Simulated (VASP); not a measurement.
# Sc2GeSe (Pmmm) in VASP: notebook

The runs below take Sc2GeSe through single point, relaxation of cell and atoms, with PBE.

Everything below comes from runs of VASP 6.6.1. Logs are shortened: lines on timing, memory, paths and dates and some standing lists are left out, and cuts for length are marked.

## Step 1: The cell of the first run

The structure is orthorhombic, space group Pmmm (No. 47). The conventional cell has a = 3.928 Å, b = 4.605 Å, c = 5.179 Å, α = 90.00°, β = 90.00°, γ = 90.00°. Sc (site symmetry mmm) has 2 Se at 2.30 Å and 2 Ge at 2.59 Å and 4 Sc at 3.03 Å within 3.1 Å. Within 2.6 Å of Sc (site symmetry mmm) lie 2 Se at 1.96 Å. Within 3.5 Å of Ge (site symmetry mmm) lie 2 Sc at 2.59 Å and 4 Se at 3.47 Å. Within 2.6 Å of Se (site symmetry mmm) lie 4 Sc at 1.96 to 2.30 Å.

The cell was generated, and may not be a known phase.

## Step 2: Single point, PBE

The input, INCAR:

```
SYSTEM = Sc2GeSe
ALGO = Normal
EDIFF = 1E-7
ENCUT = 520
GGA = PE
ISIF = 2
ISMEAR = 0
LASPH = .True.
LCHARG = .False.
LREAL = .False.
LWAVE = .False.
NBANDS = 29
NELM = 100
PREC = Accurate
SIGMA = 0.1
```

The input, KPOINTS:

```
k-points
0
Gamma
  4 4 4
  0 0 0
```

The input, POSCAR:

```
Sc2GeSe
1.0
    3.9282896200      0.0000000000      0.0000000000
    0.0000000000      4.6049572500      0.0000000000
    0.0000000000      0.0000000000      5.1794711200
Sc Ge Se
2 1 1
Direct
    0.0000000000      0.0000000000      0.0000000000
    0.5000000000      0.5000000000      0.0000000000
    0.0000000000      0.0000000000      0.5000000000
    0.0000000000      0.5000000000      0.0000000000
```

Potentials or basis: VASP PAW PBE potentials, release 64 (Sc_sv, Ge_d, Se).

On the command line:

```console
$ cat potpaw_PBE.64/Sc_sv/POTCAR potpaw_PBE.64/Ge_d/POTCAR potpaw_PBE.64/Se/POTCAR > POTCAR
$ mpirun -np 1 vasp_std > vasp.out
```

OUTCAR:

```text
SYSTEM = Sc2GeSe
   EDIFF = 1E-7
   ENCUT = 520
   GGA = PE
   ISIF = 2
   ISMEAR = 0
   LASPH = .True.
   LREAL = .False.
   NELM = 100
   PREC = Accurate

 ion  position               nearest neighbor table
   1  0.000  0.000  0.000-   4 2.30   4 2.30   3 2.59   3 2.59   2 3.03   2 3.03   2 3.03   2 3.03

   2  0.500  0.500  0.000-   4 1.96   4 1.96   1 3.03   1 3.03   1 3.03   1 3.03
   3  0.000  0.000  0.500-   1 2.59   1 2.59
   4  0.000  0.500  0.000-   2 1.96   2 1.96   1 2.30   1 2.30

  LATTYP: Found a simple orthorhombic cell.
 ALAT       =     3.9282896200
 B/A-ratio  =     1.1722550258
 C/A-ratio  =     1.3185054110

  Lattice vectors:

 A1 = (   3.9282896200,   0.0000000000,   0.0000000000)
 A2 = (   0.0000000000,   4.6049572500,   0.0000000000)
 A3 = (   0.0000000000,   0.0000000000,   5.1794711200)

Analysis of symmetry for initial positions (statically):
=====================================================================
 Subroutine PRICEL returns:
 Original cell was already a primitive cell.

 Routine SETGRP: Setting up the symmetry group for a
 simple orthorhombic supercell.

 Subroutine GETGRP returns: Found  8 space group operations
 (whereof  8 operations were pure point group operations)
 out of a pool of  8 trial point group operations.

The static configuration has the point symmetry D_2h.

Analysis of symmetry for dynamics (positions and initial velocities):
=====================================================================
 Subroutine PRICEL returns:
 Original cell was already a primitive cell.

 Routine SETGRP: Setting up the symmetry group for a
 simple orthorhombic supercell.

 Subroutine GETGRP returns: Found  8 space group operations
 (whereof  8 operations were pure point group operations)
 out of a pool of  8 trial point group operations.

The dynamic configuration has the point symmetry D_2h.

 Subroutine INISYM returns: Found  8 space group operations
 (whereof  8 operations are pure point group operations),
 and found     1 'primitive' translations

----------------------------------------------------------------------------------------

                                     Primitive cell

  volume of cell :      93.6946

  direct lattice vectors                    reciprocal lattice vectors
     3.928289620  0.000000000  0.000000000     0.254563715  0.000000000  0.000000000
     0.000000000  4.604957250  0.000000000     0.000000000  0.217157282  0.000000000
     0.000000000  0.000000000  5.179471120     0.000000000  0.000000000  0.193069906

  length of vectors
     3.928289620  4.604957250  5.179471120     0.254563715  0.217157282  0.193069906

  position of ions in fractional coordinates (direct lattice)
     0.000000000  0.000000000  0.000000000
     0.500000000  0.500000000  0.000000000
     0.000000000  0.000000000  0.500000000
     0.000000000  0.500000000  0.000000000

  ion indices of the primitive-cell ions
   primitive index   ion index
                 1           1
                 2           2
                 3           3
                 4           4

----------------------------------------------------------------------------------------

 KPOINTS: k-points

Automatic generation of k-mesh.
 Grid dimensions read from file:
 generate k-points for:    4    4    4

 Generating k-lattice:

  Cartesian coordinates                     Fractional coordinates (reciprocal lattice)
     0.063640929  0.000000000  0.000000000     0.250000000  0.000000000  0.000000000
     0.000000000  0.054289320  0.000000000     0.000000000  0.250000000  0.000000000
     0.000000000  0.000000000  0.048267476     0.000000000  0.000000000  0.250000000

  Length of vectors
     0.063640929  0.054289320  0.048267476

  Shift w.r.t. Gamma in fractional coordinates (k-lattice)
     0.000000000  0.000000000  0.000000000

 Subroutine IBZKPT returns following result:
 ===========================================

 Found     27 irreducible k-points:

 Following reciprocal coordinates:
            Coordinates               Weight
  0.000000  0.000000  0.000000      1.000000
  0.250000  0.000000  0.000000      2.000000
  0.500000  0.000000  0.000000      1.000000
  0.000000  0.250000  0.000000      2.000000
  0.250000  0.250000  0.000000      4.000000
  0.500000  0.250000  0.000000      2.000000
[... 16 lines left out ...]
  0.250000  0.250000  0.500000      4.000000
  0.500000  0.250000  0.500000      2.000000
 [... further k-points ...]
   k-points           NKPTS =     27   k-points in BZ     NKDIM =     27   number of bands    NBANDS=     29
   number of dos      NEDOS =    301   number of ions     NIONS =      4
   total plane-waves  NPLWV =  43200
   dimension x,y,z NGX =    30 NGY =   36 NGZ =   40
   dimension x,y,z NGXF=    60 NGYF=   72 NGZF=   80
   ions per type =               2   1   1
   NGX,Y,Z   is equivalent  to a cutoff of  12.70, 13.00, 12.84 a.u.
   NGXF,Y,Z  is equivalent  to a cutoff of  25.39, 25.99, 25.68 a.u.
 SYSTEM =  Sc2GeSe
   PREC   = accura    normal or accurate (medium, high low for compatibility)
   ISTART =      0    job   : 0-new  1-cont  2-samecut
   ICHARG =      2    charge: 1-file 2-atom 10-const
   ISPIN  =      1    spin polarized calculation?
   LNONCOLLINEAR =      F non collinear calculations
   LSORBIT =      F    spin-orbit coupling
   LASPH  =      T    aspherical Exc in radial PAW
   ENCUT  =  520.0 eV  38.22 Ry    6.18 a.u.   7.30  8.56  9.63*2*pi/ulx,y,z
   NELM   =    100;   NELMIN=  2; NELMDL= -5     # of ELM steps
   EDIFF  = 0.1E-06   stopping-criterion for ELM
   LREAL  =      F    real-space projection
   EDIFFG = 0.1E-05   stopping-criterion for IOM
   NSW    =      0    number of steps for IOM
   IBRION =     -1    ionic relax: 0-MD 1-quasi-New 2-CG
   NFREE  =      0    steps in history (QN), initial steepest desc. (CG)
   ISIF   =      2    stress and relaxation
   ISYM   =      2    0-nonsym 1-usesym 2-fastsym
   POTIM  = 0.5000    time-step for ionic-motion
   TEBEG  =    0.0;   TEEND  =   0.0 temperature during run
   PSTRESS=    0.0 pullay stress
   NELECT =      42.0000    total number of electrons
   NUPDOWN=      -1.0000    fix difference up-down
   EMIN   =  10.00;   EMAX   =-10.00  energy-range for DOS
   EFERMI =   0.00;   METHOD = LEGACY
   ISMEAR =     0;   SIGMA  =   0.10  broadening in eV -4-tet -1-fermi 0-gaus
   EFERMI_NEDOS =   21; number of points for ismear=-14 and -15
   IALGO  =     38    algorithm
   IMIX   =      4    mixing-type and parameters
     AMIX     =   0.40;   BMIX     =  1.00
     AMIX_MAG =   1.60;   BMIX_MAG =  1.00
  volume/ion in A,a.u.               =      23.42       158.07
  Fermi-wavevector in a.u.,A,eV,Ry     =   1.252910  2.367656 21.358189  1.569783
  Thomas-Fermi vector in A             =   2.386788
   LORBIT       =      0    0 simple, 1 ext, 2 COOP (PROOUT), +10 PAW based schemes
   GGA     = PE    functional components
   LHFCALC =     F    Hartree Fock is set to
   AEXX    =    0.0000 exact exchange contribution
   IVDW    =     0    specifies the selected vdW correction
   LEPSILON=     F    determine dielectric tensor
   LRPA    =     F    only Hartree local field effects (RPA)
 non-spin polarized calculation
 Gauss-broadening in eV      SIGMA  =   0.10
  energy-cutoff  :      520.00
  volume of cell :       93.69
 maximum number of plane-waves:      2534
 NGX is ok and might be reduce to    30
   NGX = 15   NGY = 17   NGZ = 19

 number of electron      42.0000001 magnetization

 Free energy of the ion-electron system (eV)
  ---------------------------------------------------
  ext. energy  EPLUGINS =         0.00000000
  ---------------------------------------------------
  free energy    TOTEN  =       -13.31656615 eV

  energy without entropy =      -13.29325225  energy(sigma->0) =      -13.30490920

 E-fermi :   3.9514     XC(G=0):  -9.5467

 val. band max:        3.9448618660   @ k =   0.5000   0.0000   0.2500
 cond. band min:       3.9722378771   @ k =   0.5000   0.5000   0.2500
 fundamental gap:      0.0273760111
 Fermi energy:         3.9514135803

 k-point     1 :       0.0000    0.0000    0.0000
  band No.  band energies     occupation
      1     -44.9410      2.00000
      2     -44.6548      2.00000
      3     -24.7925      2.00000
      4     -23.9455      2.00000
      5     -23.6718      2.00000
      6     -23.3457      2.00000
[... 21 lines left out ...]
     28       6.9201      0.00000
     29       7.4202      0.00000

 k-point     2 :       0.2500    0.0000    0.0000
  band No.  band energies     occupation
      1     -44.9358      2.00000
      2     -44.6635      2.00000
      3     -24.8814      2.00000
      4     -23.8694      2.00000
      5     -23.6544      2.00000
      6     -23.3572      2.00000
[... 21 lines left out ...]
     28       7.2175      0.00000
     29       7.3039      0.00000

 k-point     3 :       0.5000    0.0000    0.0000
  band No.  band energies     occupation
      1     -44.9303      2.00000
      2     -44.6724      2.00000
      3     -24.9679      2.00000
      4     -23.7636      2.00000
      5     -23.6362      2.00000
      6     -23.4238      2.00000
[... 21 lines left out ...]
     28       7.2564      0.00000
     29       7.5614      0.00000

 k-point     4 :       0.0000    0.2500    0.0000
  band No.  band energies     occupation
      1     -44.9321      2.00000
      2     -44.6643      2.00000
      3     -24.7807      2.00000
      4     -23.8909      2.00000
      5     -23.6654      2.00000
      6     -23.3509      2.00000
[... 597 lines left out ...]
     28       7.3230      0.00000
     29       8.5386      0.00000

 k-point    23 :       0.2500    0.2500    0.5000
  band No.  band energies     occupation
      1     -44.9311      2.00000
      2     -44.6681      2.00000
      3     -24.9342      2.00000
      4     -23.7813      2.00000
      5     -23.6522      2.00000
      6     -23.4922      2.00000
[... 21 lines left out ...]
     28       7.1747      0.00000
     29       7.9377      0.00000

 k-point    24 :       0.5000    0.2500    0.5000
  band No.  band energies     occupation
      1     -44.9301      2.00000
      2     -44.6722      2.00000
      3     -25.0663      2.00000
      4     -23.6598      2.00000
      5     -23.6367      2.00000
      6     -23.5891      2.00000
[... 21 lines left out ...]
     28       7.6710      0.00000
     29       7.9388      0.00000

 [... further k-points ...]

------------------------ aborting loop because EDIFF is reached ----------------------------------------

  FORCE on cell =-STRESS in cart. coord.  units (eV):
  Direction    XX          YY          ZZ          XY          YZ          ZX
  --------------------------------------------------------------------------------------
  -------------------------------------------------------------------------------------
  Total       59.5916120     18.1355392      2.1960879      0.0000000      0.0000000      0.0000000
  in kB     1019.0164564    310.1176877     37.5530989      0.0000000      0.0000000      0.0000000
  external PRESSURE =     455.5624143 kB  Pullay stress =       0.0000000 kB

 VOLUME and BASIS-vectors are now :
 -----------------------------------------------------------------------------
  energy-cutoff  :      520.00
  volume of cell :       93.69
      direct lattice vectors                 reciprocal lattice vectors
     3.928289620  0.000000000  0.000000000     0.254563715  0.000000000  0.000000000
     0.000000000  4.604957250  0.000000000     0.000000000  0.217157282  0.000000000
     0.000000000  0.000000000  5.179471120     0.000000000  0.000000000  0.193069906

 POSITION                                       TOTAL-FORCE (eV/Angst)
 -----------------------------------------------------------------------------------
      0.00000      0.00000      0.00000         0.000000      0.000000      0.000000
      1.96414      2.30248      0.00000         0.000000      0.000000      0.000000
      0.00000      0.00000      2.58974         0.000000      0.000000      0.000000
      0.00000      2.30248      0.00000         0.000000      0.000000      0.000000
 -----------------------------------------------------------------------------------
    total drift:                                0.000000      0.000000     -0.000000

  FREE ENERGIE OF THE ION-ELECTRON SYSTEM (eV)
  ---------------------------------------------------
  free  energy   TOTEN  =       -13.3165661461 eV

  energy  without entropy=      -13.2932522487  energy(sigma->0) =      -13.30490920
```

It took 59 s on 1 thread of AMD EPYC 7R13 (Zen 3), shared host; peak memory 0.21 GiB.

Results:

```
Free energy            : -13.3166 eV
Pressure               : 45.6 GPa
Band gap on the k mesh : zero (bands 21 and 22 overlap by 1.33 eV)
```

Caveat: the k points lie up to 0.40 Å⁻¹ apart, too coarse for converged energies and pressures of a metal.

[end of part 1 of 2]

The gap in the log of VASP goes by the Fermi energy; the results here count the filled bands.